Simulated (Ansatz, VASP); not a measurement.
# One calculation of Ag, two programs

```xyz
4
Lattice="2.8765 0.0000 0.0000 -1.4383 2.4912 0.0000 0.0000 0.0000 9.9666" Properties=species:S:1:pos:R:3 pbc="T T T"
Ag    0.0000    1.6608    2.4916
Ag    1.4383    0.8304    7.4749
Ag    0.0000    0.0000    0.0000
Ag    0.0000    0.0000    4.9833
```

Change from the starting cell: volume scaled by 0.99.

Alike in both runs: task single point; functional LDA; k mesh 14 × 14 × 4; occupations fermi-dirac, width 0.08 eV; no spin polarisation.

```csv
,VASP,Ansatz
version,VASP 6.6.1,Ansatz 0.2.0
potentials or method,"VASP PAW LDA potentials, release 64 (Ag), cutoff 520 eV","all-electron LAPW, scalar-relativistic"
```

VASP gave:

| Item | Value |
| --- | --- |
| pressure (GPa) | -10.4 |
| traceless stress, the component that is largest in VASP (GPa) | -2.65 |

Task: Which values does Ansatz return?

Result: Pressure (GPa): -10.5; traceless stress, the component that is largest in VASP (GPa): -2.62.

LDA's correlation is that of Perdew and Zunger in VASP and of Perdew and Wang (1992) in Ansatz. Ansatz ran all-electron here, and VASP with PAW potentials.
